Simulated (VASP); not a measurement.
Write the native input for VASP 6.6.1 that does the following.

* Task: single point
* Functional: LDA
* Potentials or basis: VASP PAW LDA potentials, release 64 (H, Br)
* Cutoff: 520 eV
* k mesh: 10 × 10 × 10
* Occupations: gaussian, width 0.01 eV
* Spin: no spin polarisation
* Dipole correction: no
* Further INCAR settings: ALGO = Normal; EDIFF = 1e-06; NBANDS = 11

The structure of HBr lies in POSCAR:

```
HBr
1.0
    0.0000000000      3.4247678528      3.4247737291
    1.6652280017      0.0000000000      3.4247737291
    1.6652280017      3.4247678528      0.0000000000
H Br
1 1
Direct
    0.0000000000      0.0000000000      0.0000000000
    0.5000000000      0.5000000000      0.5000000000
```

One way to write it, as run:

INCAR

```
ALGO = Normal
EDIFF = 1E-6
ENCUT = 520
GGA = CA
ISIF = 2
ISMEAR = 0
LASPH = True
LCHARG = False
LREAL = False
LWAVE = False
NBANDS = 11
NELM = 80
PREC = Accurate
SIGMA = 0.01
```

KPOINTS

```
k-points
0
Gamma
  10 10 10
```

Potentials or basis: VASP PAW LDA potentials, release 64 (H, Br).

Run with:

```sh
$ cat potpaw_LDA.64/H/POTCAR potpaw_LDA.64/Br/POTCAR > POTCAR
$ mpirun -np 1 vasp_std > vasp.out
```

Results of the run:

| Property | Result |
| --- | --- |
| Pressure | 0.2 GPa |
| Band gap on the k mesh | 0.83 eV (least direct gap 1.20 eV) |

Run time: 20 s on 1 thread of AMD EPYC 9R45 96-Core Processor (Zen 5) (shared host), peak memory 0.15 GiB.
